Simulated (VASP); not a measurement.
# AlNi3 (Pm-3m) in VASP: notebook, part 2 of 2

VASP 6.6.1. The steps go on from the part before.

## (3) Relaxation of cell and atoms, PBE, collinear spin, ferromagnetic start

This run uses another cell than the first one, of 10.93 Å³/atom.

INCAR reads:

```
PREC = Accurate ; ENCUT = 600
EDIFF = 1E-7 ; ISMEAR = 0
SIGMA = 0.1 ; LREAL = F
LASPH = T ; NELM = 150
ALGO = Normal ; ISIF = 3
LWAVE = F ; LCHARG = F
ISPIN = 2 ; MAGMOM = 0 0.3 0.3 0.3
LORBIT = 11 ; LMAXMIX = 4
GGA = PE ; IBRION = 2
NSW = 90 ; EDIFFG = -0.04
```

KPOINTS reads:

```
regular mesh
0
Gamma
  6 6 6
```

POSCAR reads:

```
AlNi3
1.0
    3.5230547267      0.0000000000      0.0000000000
    0.0000000000      3.5230547267      0.0000000000
    0.0000000000      0.0000000000      3.5230547267
Al Ni
1 3
Direct
    0.0000000000      0.0000000000      0.0000000000
    0.0000000000      0.5000000000      0.5000000000
    0.5000000000      0.0000000000      0.5000000000
    0.5000000000      0.5000000000      0.0000000000
```

Potentials or basis: VASP PAW PBE potentials, release 64 (Al, Ni).

Run with:

```console
$ cat potpaw_PBE.64/Al/POTCAR potpaw_PBE.64/Ni/POTCAR > POTCAR
$ mpirun -np 1 vasp_std > vasp.out
```

OUTCAR:

```text
PREC = Accurate
   ENCUT = 600
   EDIFF = 1E-7
   ISMEAR = 0
   LREAL = F
   LASPH = T
   NELM = 150
   ISIF = 3
   ISPIN = 2
   LORBIT = 11
   GGA = PE
   IBRION = 2
   NSW = 90
   EDIFFG = -0.04

 ion  position               nearest neighbor table
   1  0.000  0.000  0.000-   2 2.49   3 2.49   4 2.49   2 2.49   3 2.49   2 2.49   4 2.49   2 2.49
                             3 2.49   4 2.49   3 2.49   4 2.49
   2  0.000  0.500  0.500-   1 2.49   3 2.49   4 2.49   1 2.49   4 2.49   1 2.49   3 2.49   1 2.49
                             3 2.49   4 2.49   4 2.49   3 2.49
   3  0.500  0.000  0.500-   1 2.49   2 2.49   4 2.49   1 2.49   4 2.49   2 2.49   4 2.49   4 2.49
                             1 2.49   2 2.49   1 2.49   2 2.49
   4  0.500  0.500  0.000-   1 2.49   2 2.49   3 2.49   2 2.49   3 2.49   1 2.49   3 2.49   3 2.49
                             1 2.49   2 2.49   2 2.49   1 2.49

  LATTYP: Found a simple cubic cell.
 ALAT       =     3.5230547267

  Lattice vectors:

 A1 = (   3.5230547267,   0.0000000000,   0.0000000000)
 A2 = (   0.0000000000,   3.5230547267,   0.0000000000)
 A3 = (   0.0000000000,   0.0000000000,   3.5230547267)

Analysis of symmetry for initial positions (statically):
=====================================================================
 Subroutine PRICEL returns:
 Original cell was already a primitive cell.

 Routine SETGRP: Setting up the symmetry group for a
 simple cubic supercell.

 Subroutine GETGRP returns: Found 48 space group operations
 (whereof 48 operations were pure point group operations)
 out of a pool of 48 trial point group operations.

The static configuration has the point symmetry O_h .

Analysis of symmetry for dynamics (positions and initial velocities):
=====================================================================
 Subroutine PRICEL returns:
 Original cell was already a primitive cell.

 Routine SETGRP: Setting up the symmetry group for a
 simple cubic supercell.

 Subroutine GETGRP returns: Found 48 space group operations
 (whereof 48 operations were pure point group operations)
[... 153 lines left out ...]

--------------------------------------- Ionic step        1  -------------------------------------------

 number of electron      32.9999980 magnetization       0.7186420

 Free energy of the ion-electron system (eV)
  ---------------------------------------------------
  ext. energy  EPLUGINS =         0.00000000
  ---------------------------------------------------
  free energy    TOTEN  =       -21.87011253 eV

  energy without entropy =      -21.85402845  energy(sigma->0) =      -21.86207049

------------------------ aborting loop because EDIFF is reached ----------------------------------------

  FORCE on cell =-STRESS in cart. coord.  units (eV):
  Direction    XX          YY          ZZ          XY          YZ          ZX
  --------------------------------------------------------------------------------------
  -------------------------------------------------------------------------------------
  Total        1.9807134      1.9807134      1.9807134      0.0000000      0.0000000     -0.0000000
  in kB       72.5728304     72.5728304     72.5728304      0.0000000      0.0000000     -0.0000000
  external PRESSURE =      72.5728304 kB  Pullay stress =       0.0000000 kB
[... 63 lines left out ...]
--------------------------------------- Ionic step        3  -------------------------------------------

 number of electron      33.0000020 magnetization      -0.7320145

 Free energy of the ion-electron system (eV)
  ---------------------------------------------------
  ext. energy  EPLUGINS =         0.00000000
  ---------------------------------------------------
  free energy    TOTEN  =       -21.90615818 eV

  energy without entropy =      -21.88995167  energy(sigma->0) =      -21.89805492

 E-fermi :   9.4178     XC(G=0): -12.6543

 val. band max:        9.4126240426   @ k =   0.5000   0.5000   0.3333
 cond. band min:       9.4187347087   @ k =   0.3333   0.3333   0.1667
 fundamental gap:      0.0061106661
 Fermi energy:         9.4178258752

 spin component 1

 k-point     1 :       0.0000    0.0000    0.0000
  band No.  band energies     occupation
      1      -0.5171      1.00000
      2       5.2351      1.00000
      3       5.9708      1.00000
      4       5.9708      1.00000
      5       6.4497      1.00000
      6       6.4497      1.00000
[... 436 lines left out ...]
      6       7.3782      1.00000
[... 12 lines left out ...]
     19       9.5338      0.05048
     20      12.8455      0.00000
 Fermi energy:         9.4178258752

 spin component 2

 k-point     1 :       0.0000    0.0000    0.0000
  band No.  band energies     occupation
      1      -0.4855      1.00000
      2       5.1532      1.00000
      3       5.8178      1.00000
      4       5.8178      1.00000
      5       6.1519      1.00000
      6       6.1519      1.00000
[... 480 lines left out ...]
  FREE ENERGIE OF THE ION-ELECTRON SYSTEM (eV)
  ---------------------------------------------------
  free  energy   TOTEN  =       -21.9061581806 eV

  energy  without entropy=      -21.8899516668  energy(sigma->0) =      -21.89805492

 reached required accuracy - stopping structural energy minimisation

 total charge

# of ion       s       p       d       tot
------------------------------------------
    1        0.409   0.390   0.000   0.799
    2        0.491   0.512   8.376   9.379
    3        0.491   0.512   8.376   9.379
    4        0.491   0.512   8.376   9.379
--------------------------------------------------
tot          1.881   1.926  25.128  28.935

 magnetization (x)

# of ion       s       p       d       tot
------------------------------------------
    1        0.000   0.009   0.000   0.010
    2        0.003   0.010  -0.275  -0.262
    3        0.003   0.010  -0.275  -0.262
    4        0.003   0.010  -0.275  -0.262
--------------------------------------------------
tot          0.010   0.039  -0.825  -0.777
```

OSZICAR:

```text
N       E                     dE             d eps       ncg     rms          rms(c)
DAV:   1     0.199785810711E+03    0.19979E+03   -0.16161E+04  1616   0.234E+03
DAV:   2    -0.147301323279E+02   -0.21452E+03   -0.20739E+03  1604   0.387E+02
[... 39 lines left out ...]
DAV:   7    -0.219061587647E+02    0.29389E-06   -0.76732E-05  1728   0.112E-01    0.410E-02
DAV:   8    -0.219061603138E+02   -0.15492E-05   -0.12463E-05  1992   0.528E-02    0.128E-02
DAV:   9    -0.219061592000E+02    0.11138E-05   -0.13568E-06  1860   0.196E-02    0.662E-03
DAV:  10    -0.219061583469E+02    0.85316E-06   -0.49705E-07  1640   0.980E-03    0.189E-03
DAV:  11    -0.219061581453E+02    0.20160E-06   -0.12755E-07   864   0.430E-03    0.933E-04
DAV:  12    -0.219061581806E+02   -0.35331E-07   -0.36663E-08   816   0.198E-03
   3 F= -.21906158E+02 E0= -.21898055E+02  d E =-.360457E-01  mag=    -0.7320
```

It took 3.5 min on 1 thread of Intel Xeon 8259CL, shared host; peak memory 0.19 GiB.

What came out:

- Free energy: -21.9062 eV
- Relaxed volume: 11.35 Å³/atom
- Relaxed cell: a = 3.567 Å, b = 3.567 Å, c = 3.567 Å, α = 90.00°, β = 90.00°, γ = 90.00°
- Space group after relaxing (to 0.1 Å): Pm-3m (No. 221)
- Energy gained by relaxing: 9.0 meV/atom
- Ionic steps: 3
- Pressure after relaxing: 0.0 GPa
- Net moment: -0.73 μB per cell
- Site moments: Al +0.01; Ni -0.26 μB
- Valence electrons inside the program's atomic spheres: Al 0.80; Ni 9.38

The path:
| step | energy change (eV) | largest force (eV/Å) | pressure (GPa) | volume (Å³) |
| --- | --- | --- | --- | --- |
| 1 | 0.0000 | 0.0000 | 7.26 | 43.73 |
| 2 | -0.0078 | 0.0000 | -5.60 | 46.94 |
| 3 | -0.0360 | 0.0000 | -0.01 | 45.38 |

Final structure:
```yaml
crystal:
  lattice:
    - [3.56695, 0.00000, 0.00000]
    - [0.00000, 3.56695, 0.00000]
    - [0.00000, 0.00000, 3.56695]
  atoms:
    - { symbol: Al, position: [0.00000, 0.00000, 0.00000] }
    - { symbol: Ni, position: [0.00000, 0.50000, 0.50000] }
    - { symbol: Ni, position: [0.50000, 0.00000, 0.50000] }
    - { symbol: Ni, position: [0.50000, 0.50000, 0.00000] }
```
